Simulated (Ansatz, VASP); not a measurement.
# AlSn: VASP beside Ansatz

Contents of INCAR:

```
  PREC = Accurate
  ENCUT = 520
  EDIFF = 1E-6
  ISMEAR = -1
  SIGMA = 0.05
  LREAL = False
  LASPH = True
  NELM = 100
  ALGO = Normal
  ISIF = 2
  LWAVE = False
  LCHARG = False
  NBANDS = 16
```

File KPOINTS:

```
regular mesh
0
Gamma
  7 7 8
```

The input POSCAR:

```
AlSn
1.0
    4.1413675035      0.0000000000      0.0000000000
   -2.0706837517      3.5865294644      0.0000000000
    0.0000000000      0.0000000000      3.2621543997
Sn Al
1 1
Direct
    0.3333333333      0.6666666667      0.5000000000
    0.0000000000      0.0000000000      0.0000000000
```

The input input.yaml:

```yaml
crystal:
  lattice:
    - [4.1413675035, 0.0, 0.0]
    - [-2.0706837517, 3.5865294644, 0.0]
    - [0.0, 0.0, 3.2621543997]
  atoms:
    - { symbol: Sn, position: [0.3333333333, 0.6666666667, 0.5] }
    - { symbol: Al, position: [0.0, 0.0, 0.0] }
kpoints:
  mp_grid: { grid: [7, 7, 8] }
scf:
  occupations: { method: fermi_dirac, width: 0.05 }
hamiltonian:
  xc: lda
  pseudopotentials: { kind: all_electron, lapw: { basis_error: 0.001 } }
output:
  forces: true
  stress: true
  eigenvalues: true
```

Change from the starting cell: volume scaled by 0.96.

Alike in both runs: task single point; functional LDA; k mesh 7 × 7 × 8; occupations fermi-dirac, width 0.05 eV; no spin polarisation.

```csv
,VASP,Ansatz
version,VASP 6.6.1,Ansatz 0.2.0
potentials or method,"VASP PAW LDA potentials, release 64 (Sn_d, Al), cutoff 520 eV","all-electron LAPW, scalar-relativistic"
```

|  | VASP | Ansatz | Ansatz less VASP |
| --- | --- | --- | --- |
| gap on the k mesh at the Fermi level (eV) | none | none | - |
| pressure (GPa) | -1.0 | -1.0 | +0.01 |
| traceless stress, the component that is largest in VASP (GPa) | 0.37 | 0.37 | 0.000 |

LDA's correlation is that of Perdew and Zunger in VASP and of Perdew and Wang (1992) in Ansatz. A gap of «none» marks a metal or a gap that the smearing closes. Ansatz ran all-electron here, and VASP with PAW potentials.
